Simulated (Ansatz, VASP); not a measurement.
## One calculation of NaPbF3, two programs

```
Na Pb F
1.0
     4.76739    0.00000    0.00000
     0.00000    4.76739    0.00000
     0.00000    0.00000    4.76739
Na Pb F
1 1 3
Direct
  0.00000 0.00000 0.00000
  0.50000 0.50000 0.50000
  0.50000 0.50000 0.00000
  0.50000 0.00000 0.50000
  0.00000 0.50000 0.50000
```

Alike in both runs: task single point; functional r2SCAN; k mesh 6 × 6 × 6; no spin polarisation.

|  | VASP | Ansatz |
| --- | --- | --- |
| version | VASP 6.6.1 | Ansatz 0.2.0 |
| potentials or method | VASP PAW PBE potentials, release 64 (Na_pv, Pb_d, F) | plane waves, PAW |
| plane-wave cutoff (eV) | 520 | 500 |
| occupations | gaussian, width 0.01 eV | fixed |
| valence electrons in the cell | 42 | 44 |

```tsv
	VASP	Ansatz	Ansatz less VASP
gap on the k mesh at the Fermi level (eV)	2.37	2.35	-0.014
pressure (GPa)	0.0	0.0	+0.04
```

VASP's potentials were made for PBE, not for r2SCAN. VASP's potentials hold 42 valence electrons a cell and Ansatz's 44, so a difference there can come from the potentials and not from the codes.

Spin-orbit coupling is off throughout.
